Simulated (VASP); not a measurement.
A run of VASP 6.6.1:

INCAR

```
SYSTEM = Ir
PREC = Accurate
ENCUT = 520
EDIFF = 1E-6
ISMEAR = -1
SIGMA = 0.05
LREAL = .False.
LASPH = .True.
NELM = 100
ALGO = Normal
ISIF = 2
LWAVE = .False.
LCHARG = .False.
LDIPOL = .True.
IDIPOL = 3
DIPOL = 0.5 0.5 0.500
GGA = PS
NBANDS = 30
```

File KPOINTS:

```
regular mesh
0
Gamma
  13 13 1
  0 0 0
```

The input POSCAR:

```
Ir
1.0
    2.7088887785      0.0000000000      0.0000000000
    0.0000000000      2.7088887785      0.0000000000
    0.0000000000      0.0000000000     23.6619000000
Ir
5
Direct
    0.0000000000      0.0000000000      0.3417782078
    0.5000000000      0.5000000000      0.4180576804
    0.0000000000      0.0000000000      0.4999999998
    0.5000000000      0.5000000000      0.5819423198
    0.0000000000      0.0000000000      0.6582217921
```

Potentials or basis: VASP PAW PBE potentials, release 64 (Ir).

Command:

```sh
$ cat potpaw_PBE.64/Ir/POTCAR > POTCAR
$ mpirun -np 1 vasp_std > vasp.out
```

Hardware: 1 thread of Intel(R) Xeon(R) 6975P-C (Granite Rapids), with other jobs on the host.

**Question.** Estimate the wall time of this run.

**Answer.** It took 110 s on 1 thread of Intel(R) Xeon(R) 6975P-C (Granite Rapids), with other jobs on the host, peak memory 0.31 GiB. Counts: scf iterations 25, k points 28.
